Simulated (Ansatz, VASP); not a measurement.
**Rb in VASP and in Ansatz**

File INCAR:

```
PREC = Accurate
ENCUT = 520
EDIFF = 1E-8
ISMEAR = -1
SIGMA = 0.05
LREAL = False
LASPH = True
NELM = 60
ALGO = Normal
ISIF = 2
LWAVE = False
LCHARG = False
GGA = PS
LEFG = True
NBANDS = 10
```

KPOINTS

```
regular mesh
0
Gamma
  8 8 8
```

Contents of POSCAR:

```
Rb
1.0
   -2.7680764322      2.7680764322      2.7680764322
    2.7680764322     -2.7680764322      2.7680764322
    2.7680764322      2.7680764322     -2.7680764322
Rb
1
Direct
    0.0000000000      0.0000000000      0.0000000000
```

Input for Ansatz:

```yaml
crystal:
  lattice:
    - [-2.7680764322, 2.7680764322, 2.7680764322]
    - [2.7680764322, -2.7680764322, 2.7680764322]
    - [2.7680764322, 2.7680764322, -2.7680764322]
  atoms:
    - { symbol: Rb, position: [0.0, 0.0, 0.0] }
kpoints:
  mp_grid: { grid: [8, 8, 8] }
scf:
  occupations: { method: fermi_dirac, width: 0.05 }
hamiltonian:
  xc: pbesol
  pseudopotentials: { kind: all_electron, datasets: crystal }
output:
  forces: true
  stress: true
  eigenvalues: true
  efg: { contact_densities: true }
```

Change from the starting cell: volume scaled by 0.96, crystal datasets.

Alike in both runs: task electric field gradients; functional PBEsol; k mesh 8 × 8 × 8; occupations fermi-dirac, width 0.05 eV; no spin polarisation.

|  | VASP | Ansatz |
| --- | --- | --- |
| version | VASP 6.6.1 | Ansatz 0.2.0 |
| potentials or method | VASP PAW PBE potentials, release 64 (Rb_sv), cutoff 520 eV | all-electron PAW with datasets made for the crystal, scalar-relativistic |

|  | VASP | Ansatz | Ansatz less VASP |
| --- | --- | --- | --- |
| pressure (GPa) | 0.1 | 0.1 | 0.00 |

VASP's potentials were made for PBE, not for PBEsol. Ansatz ran all-electron here, and VASP with PAW potentials.
